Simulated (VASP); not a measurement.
A run of VASP 6.6.1 is set up as follows.

INCAR

```
SYSTEM = Mg
PREC = Accurate
ENCUT = 520
EDIFF = 1E-6
ISMEAR = -1
SIGMA = 0.05
LREAL = .FALSE.
LASPH = .TRUE.
NELM = 80
ALGO = Normal
ISIF = 2
LWAVE = .FALSE.
LCHARG = .TRUE.
GGA = PS
LELF = .TRUE.
LVHAR = .TRUE.
NBANDS = 12
```

Contents of KPOINTS:

```
Automatic mesh
0
G
  10 10 3
  0 0 0
```

The input POSCAR:

```
Mg
1.0
    2.8763635491      0.0000000000      0.0000000000
   -1.4381817745      2.4910039040      0.0000000000
    0.0000000000      0.0000000000      9.3394979009
Mg
4
Direct
    0.6666666667      0.3333333333      0.7500000000
    0.0000000000      0.0000000000      0.5000000000
    0.3333333333      0.6666666667      0.2500000000
    0.0000000000      0.0000000000      0.0000000000
```

Potentials or basis: VASP PAW PBE potentials, release 64 (Mg).

Run with:

```bash
$ cat potpaw_PBE.64/Mg/POTCAR > POTCAR
$ mpirun -np 1 vasp_std > vasp.out
```

(1) What does it give for the band gap on the k mesh?

(2) Estimate the pressure.

Results:

(1) zero (bands 4 and 5 overlap by 1.79 eV).

(2) 20.2 GPa.

Caveat: the cell stands under pressure; the PAW data sets were made with another functional, which shifts forces and pressure a little.
